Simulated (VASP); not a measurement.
Wanted: the native input for a VASP 6.6.1 run.

```yaml
Task: single point
Functional: PBE
Potentials_or_basis: VASP PAW PBE potentials, release 64 (Na_pv)
Cutoff: 520 eV
k_mesh: 14 × 14 × 14
Occupations: fermi-dirac, width 0.1 eV
Spin: no spin polarisation
Dipole_correction: no
Further_INCAR_settings: ALGO = Normal; EDIFF = 1e-06; NBANDS = 10
```

The structure of Na lies in POSCAR:

```
Na
1.0
    0.0000000000      2.5045995325      2.5045995325
    2.5045995325      0.0000000000      2.5045995325
    2.5045995325      2.5045995325      0.0000000000
Na
1
Direct
    0.0000000000      0.0000000000      0.0000000000
```

This isn't the form of Na at room conditions, which is bcc.

The input as run:

INCAR

```
PREC = Accurate ; ENCUT = 520
EDIFF = 1E-6 ; ISMEAR = -1
SIGMA = 0.1 ; LREAL = F
LASPH = T ; NELM = 100
ALGO = Normal ; ISIF = 2
LWAVE = F ; LCHARG = F
GGA = PE ; NBANDS = 10
```

KPOINTS

```
regular mesh
0
Gamma
  14 14 14
```

Potentials or basis: VASP PAW PBE potentials, release 64 (Na_pv).

Run with:

```bash
$ cat potpaw_PBE.64/Na_pv/POTCAR > POTCAR
$ mpirun -np 1 vasp_std > vasp.out
```

Results of the run:

- Pressure: 1.7 GPa
- Band gap on the k mesh: zero (an odd number of electrons rules out a gap without spin polarisation)

Wall time 8.5 s on 1 thread of Intel(R) Xeon(R) 6975P-C (Granite Rapids), with other jobs on the host, peak memory 0.16 GiB.
